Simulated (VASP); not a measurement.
# BAs (F-43m) in VASP: further runs, part 2 of 2

VASP 6.6.1. Earlier steps stand in the parts before.

**5. Single point, PBE**

This run uses another cell than the first one, of 13.29 Å³/atom, 1.083 times its volume.

Contents of INCAR:

```
PREC     = Accurate       # precision mode
ENCUT    = 520            # plane-wave cutoff, eV
EDIFF    = 1E-6           # SCF threshold, eV
ISMEAR   = 0              # smearing method
SIGMA    = 0.01           # smearing width, eV
LREAL    = F              # projectors in reciprocal space
LASPH    = T              # aspherical terms in the spheres
NELM     = 100            # most SCF steps
ALGO     = Normal         # electronic algorithm
ISIF     = 2              # what is computed and relaxed
LWAVE    = F              # write WAVECAR
LCHARG   = T              # write CHGCAR
GGA      = PE             # functional
LELF     = T              # ELF
LVHAR    = T            
NBANDS   = 11             # bands
```

Contents of KPOINTS:

```
regular mesh
0
Gamma
  8 8 8
```

Contents of POSCAR:

```
BAs
1.0
    0.0000000000      2.3684276224      2.3684276224
    2.3684276224      0.0000000000      2.3684276224
    2.3684276224      2.3684276224      0.0000000000
B As
1 1
Direct
    0.0000000000      0.0000000000      0.0000000000
    0.2500000000      0.2500000000      0.2500000000
```

Potentials or basis: VASP PAW PBE potentials, release 64 (B, As).

On the command line:

```console
$ cat potpaw_PBE.64/B/POTCAR potpaw_PBE.64/As/POTCAR > POTCAR
$ mpirun -np 1 vasp_std > vasp.out
```

OUTCAR:

```text
PREC = Accurate
   ENCUT = 520
   EDIFF = 1E-6
   ISMEAR = 0
   LREAL = F
   LASPH = T
   NELM = 100
   ISIF = 2
   GGA = PE

 ion  position               nearest neighbor table
   1  0.000  0.000  0.000-   2 2.05   2 2.05   2 2.05   2 2.05
   2  0.250  0.250  0.250-   1 2.05   1 2.05   1 2.05   1 2.05

  LATTYP: Found a face centered cubic cell.
 ALAT       =     4.7368552448

  Lattice vectors:

 A1 = (   0.0000000000,   2.3684276224,   2.3684276224)
 A2 = (   2.3684276224,   0.0000000000,   2.3684276224)
 A3 = (   2.3684276224,   2.3684276224,   0.0000000000)

Analysis of symmetry for initial positions (statically):
=====================================================================
 Subroutine PRICEL returns:
 Original cell was already a primitive cell.

 Routine SETGRP: Setting up the symmetry group for a
 face centered cubic supercell.

 Subroutine GETGRP returns: Found 24 space group operations
 (whereof 24 operations were pure point group operations)
 out of a pool of 48 trial point group operations.

The static configuration has the point symmetry T_d .

Analysis of symmetry for dynamics (positions and initial velocities):
=====================================================================
 Subroutine PRICEL returns:
 Original cell was already a primitive cell.

 Routine SETGRP: Setting up the symmetry group for a
 face centered cubic supercell.

 Subroutine GETGRP returns: Found 24 space group operations
 (whereof 24 operations were pure point group operations)
 out of a pool of 48 trial point group operations.

The dynamic configuration has the point symmetry T_d .

 Subroutine INISYM returns: Found 24 space group operations
 (whereof 24 operations are pure point group operations),
 and found     1 'primitive' translations

----------------------------------------------------------------------------------------

                                     Primitive cell

  volume of cell :      26.5711

  direct lattice vectors                    reciprocal lattice vectors
     0.000000000  2.368427622  2.368427622    -0.211110526  0.211110526  0.211110526
     2.368427622  0.000000000  2.368427622     0.211110526 -0.211110526  0.211110526
     2.368427622  2.368427622  0.000000000     0.211110526  0.211110526 -0.211110526

  length of vectors
     3.349462465  3.349462465  3.349462465     0.365654156  0.365654156  0.365654156

  position of ions in fractional coordinates (direct lattice)
     0.000000000  0.000000000  0.000000000
     0.250000000  0.250000000  0.250000000

  ion indices of the primitive-cell ions
   primitive index   ion index
                 1           1
                 2           2

----------------------------------------------------------------------------------------

 KPOINTS: regular mesh

Automatic generation of k-mesh.
 Grid dimensions read from file:
 generate k-points for:    8    8    8

 Generating k-lattice:

  Cartesian coordinates                     Fractional coordinates (reciprocal lattice)
    -0.026388816  0.026388816  0.026388816     0.125000000  0.000000000  0.000000000
     0.026388816 -0.026388816  0.026388816     0.000000000  0.125000000  0.000000000
     0.026388816  0.026388816 -0.026388816     0.000000000  0.000000000  0.125000000

  Length of vectors
     0.045706770  0.045706770  0.045706770

  Shift w.r.t. Gamma in fractional coordinates (k-lattice)
     0.000000000  0.000000000  0.000000000

 Subroutine IBZKPT returns following result:
 ===========================================

 Found     29 irreducible k-points:

 Following reciprocal coordinates:
            Coordinates               Weight
  0.000000  0.000000  0.000000      1.000000
  0.125000  0.000000  0.000000      8.000000
  0.250000  0.000000  0.000000      8.000000
  0.375000  0.000000  0.000000      8.000000
  0.500000  0.000000  0.000000      4.000000
  0.125000  0.125000  0.000000      6.000000
[... 16 lines left out ...]
  0.500000  0.250000  0.125000     48.000000
 -0.375000  0.250000  0.125000     24.000000
 [... further k-points ...]
   k-points           NKPTS =     29   k-points in BZ     NKDIM =     29   number of bands    NBANDS=     11
   number of dos      NEDOS =    301   number of ions     NIONS =      2
   total plane-waves  NPLWV =  21952
   dimension x,y,z NGX =    28 NGY =   28 NGZ =   28
   dimension x,y,z NGXF=    56 NGYF=   56 NGZF=   56
   ions per type =               1   1
   NGX,Y,Z   is equivalent  to a cutoff of  13.90, 13.90, 13.90 a.u.
   NGXF,Y,Z  is equivalent  to a cutoff of  27.79, 27.79, 27.79 a.u.
 SYSTEM =  unknown system
   PREC   = accura    normal or accurate (medium, high low for compatibility)
   ISTART =      0    job   : 0-new  1-cont  2-samecut
   ICHARG =      2    charge: 1-file 2-atom 10-const
   ISPIN  =      1    spin polarized calculation?
   LNONCOLLINEAR =      F non collinear calculations
   LSORBIT =      F    spin-orbit coupling
   LASPH  =      T    aspherical Exc in radial PAW
   ENCUT  =  520.0 eV  38.22 Ry    6.18 a.u.   6.23  6.23  6.23*2*pi/ulx,y,z
   NELM   =    100;   NELMIN=  2; NELMDL= -5     # of ELM steps
   EDIFF  = 0.1E-05   stopping-criterion for ELM
   LREAL  =      F    real-space projection
   EDIFFG = 0.1E-04   stopping-criterion for IOM
   NSW    =      0    number of steps for IOM
   IBRION =     -1    ionic relax: 0-MD 1-quasi-New 2-CG
   NFREE  =      0    steps in history (QN), initial steepest desc. (CG)
   ISIF   =      2    stress and relaxation
   ISYM   =      2    0-nonsym 1-usesym 2-fastsym
   POTIM  = 0.5000    time-step for ionic-motion
   TEBEG  =    0.0;   TEEND  =   0.0 temperature during run
   PSTRESS=    0.0 pullay stress
   NELECT =       8.0000    total number of electrons
   NUPDOWN=      -1.0000    fix difference up-down
   EMIN   =  10.00;   EMAX   =-10.00  energy-range for DOS
   EFERMI =   0.00;   METHOD = LEGACY
   ISMEAR =     0;   SIGMA  =   0.01  broadening in eV -4-tet -1-fermi 0-gaus
   EFERMI_NEDOS =   21; number of points for ismear=-14 and -15
   IALGO  =     38    algorithm
   IMIX   =      4    mixing-type and parameters
     AMIX     =   0.40;   BMIX     =  1.00
     AMIX_MAG =   1.60;   BMIX_MAG =  1.00
  volume/ion in A,a.u.               =      13.29        89.66
  Fermi-wavevector in a.u.,A,eV,Ry     =   1.097239  2.073482 16.380519  1.203934
  Thomas-Fermi vector in A             =   2.233596
   LORBIT       =      0    0 simple, 1 ext, 2 COOP (PROOUT), +10 PAW based schemes
   GGA     = PE    functional components
   LHFCALC =     F    Hartree Fock is set to
   AEXX    =    0.0000 exact exchange contribution
   IVDW    =     0    specifies the selected vdW correction
   LEPSILON=     F    determine dielectric tensor
   LRPA    =     F    only Hartree local field effects (RPA)
 non-spin polarized calculation
 Gauss-broadening in eV      SIGMA  =   0.01
  energy-cutoff  :      520.00
  volume of cell :       26.57
 maximum number of plane-waves:       725
 NGX is ok and might be reduce to    28
   NGX = 13   NGY = 13   NGZ = 13

 number of electron       8.0000000 magnetization

 Free energy of the ion-electron system (eV)
  ---------------------------------------------------
  ext. energy  EPLUGINS =         0.00000000
  ---------------------------------------------------
  free energy    TOTEN  =       -11.38138852 eV

  energy without entropy =      -11.38138852  energy(sigma->0) =      -11.38138852

 E-fermi :   6.5274     XC(G=0): -10.6939

 val. band max:        6.4096944259   @ k =   0.0000   0.0000   0.0000
 cond. band min:       7.5735720574   @ k =   0.3750   0.3750   0.0000
 fundamental gap:      1.1638776315
 Fermi energy:         6.5274473964

 k-point     1 :       0.0000    0.0000    0.0000
  band No.  band energies     occupation
      1      -9.2256      2.00000
      2       6.4097      2.00000
      3       6.4097      2.00000
      4       6.4097      2.00000
      5       9.7181      0.00000
      6       9.7181      0.00000
      7       9.7181      0.00000
      8      11.4211      0.00000
      9      16.1173      0.00000
     10      19.4628      0.00000
     11      19.4628      0.00000
[... 309 lines left out ...]
 k-point    24 :      -0.3750    0.2500    0.1250
  band No.  band energies     occupation
      1      -5.6698      2.00000
      2      -2.0440      2.00000
      3       1.7532      2.00000
      4       3.2508      2.00000
      5      10.4188      0.00000
      6      11.2431      0.00000
      7      14.0078      0.00000
      8      15.5898      0.00000
      9      16.8777      0.00000
     10      20.7642      0.00000
     11      21.8403      0.00000

 [... further k-points ...]
[... 5 lines left out ...]
  --------------------------------------------------------------------------------------
  -------------------------------------------------------------------------------------
  Total        1.2132043      1.2132043      1.2132043     -0.0000000      0.0000000     -0.0000000
  in kB       73.1533429     73.1533429     73.1533429     -0.0000000      0.0000000     -0.0000000
  external PRESSURE =      73.1533429 kB  Pullay stress =       0.0000000 kB

 VOLUME and BASIS-vectors are now :
 -----------------------------------------------------------------------------
  energy-cutoff  :      520.00
  volume of cell :       26.57
      direct lattice vectors                 reciprocal lattice vectors
     0.000000000  2.368427622  2.368427622    -0.211110526  0.211110526  0.211110526
     2.368427622  0.000000000  2.368427622     0.211110526 -0.211110526  0.211110526
     2.368427622  2.368427622  0.000000000     0.211110526  0.211110526 -0.211110526

 POSITION                                       TOTAL-FORCE (eV/Angst)
 -----------------------------------------------------------------------------------
      0.00000      0.00000      0.00000         0.000000     -0.000000     -0.000000
      1.18421      1.18421      1.18421        -0.000000      0.000000      0.000000
 -----------------------------------------------------------------------------------
    total drift:                               -0.000000     -0.000000     -0.000000

  FREE ENERGIE OF THE ION-ELECTRON SYSTEM (eV)
  ---------------------------------------------------
  free  energy   TOTEN  =       -11.3813885215 eV

  energy  without entropy=      -11.3813885215  energy(sigma->0) =      -11.38138852
```

Run time: 27 s. Hardware: 1 thread of AMD EPYC 7R13, shared host; peak memory 0.13 GiB.

Results:

| Item | Value |
| --- | --- |
| Free energy | -11.3814 eV |
| Pressure | 7.3 GPa |
| Band gap on the k mesh | 1.16 eV, indirect (least direct gap 3.31 eV) |

**6. Overview**

```tsv
cell	gap on the mesh (eV)	pressure (GPa)
a = 3.261 Å, angles 60.0°, 2 atoms	1.08	22.4
a = 3.291 Å, angles 60.0°, 2 atoms	1.11	16.7
a = 3.321 Å, angles 60.0°, 2 atoms	1.14	11.7
a = 3.349 Å, angles 60.0°, 2 atoms	1.16	7.3
```

Alike in all rows: task single point; level PBE; potentials or basis VASP PAW PBE potentials, release 64 (B, As); no spin polarisation; k mesh 8 × 8 × 8; cutoff (eV) 520; smearing gaussian 0.01 eV.

Total energies depend on the potentials used, so only differences within one code and one set of settings carry meaning.
